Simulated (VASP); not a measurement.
CdSe: single point with PBE

The system is CdSe.

```
Cd Se
1.0
     4.09429    0.00000    0.00000
     0.00000    4.09429    0.00000
     0.00000    0.00000    7.35630
Cd Se
2 2
Direct
  0.00000 0.50000 0.00000
  0.50000 0.00000 0.50000
  0.50000 0.50000 0.25000
  0.50000 0.50000 0.75000
```

```
Program             : VASP 6.6.1
Task                : single point
Functional          : PBE
Potentials or basis : VASP PAW PBE potentials, release 64 (Cd, Se)
Cutoff              : 520 eV
k mesh              : 10 × 10 × 8
Occupations         : gaussian, width 0.1 eV
Spin                : no spin polarisation
```

```json
{
  "Pressure": "0.2 GPa",
  "Band gap on the k mesh": "zero (band 18 reaches 1.56 eV, above the bottom of band 19 at 0.90 eV)"
}
```

Stress tensor (GPa, compression positive):
```
0.20 0.00 0.00
0.00 0.20 0.00
0.00 0.00 0.30
```

Levels at points of the mesh, in eV from the Fermi level:
```tsv
k point	band 15	band 16	band 17	band 18	band 19	band 20	band 21	band 22
(0.00, 0.00, 0.00)	-1.95	-1.27	-0.97	-0.43	-0.43	2.93	3.29	5.02
(0.50, 0.00, 0.00)	-3.07	-1.52	-0.48	-0.32	0.03	1.45	3.81	5.25
(0.50, 0.50, 0.00)	-3.92	-2.81	-2.81	0.23	0.67	2.00	2.00	2.83
(0.00, 0.00, 0.50)	-1.61	-1.61	-0.95	-0.95	1.30	1.30	4.49	4.49
(0.50, 0.00, 0.50)	-3.01	-2.97	-1.45	-0.46	1.93	2.04	2.80	4.40
(0.50, 0.50, 0.50)	-2.97	-2.97	-2.16	-2.16	1.42	1.42	2.75	2.75
```

It took 2.3 min on 1 thread of AMD EPYC 9R45 96-Core Processor (Zen 5), with other jobs on the host, peak memory 0.38 GiB.
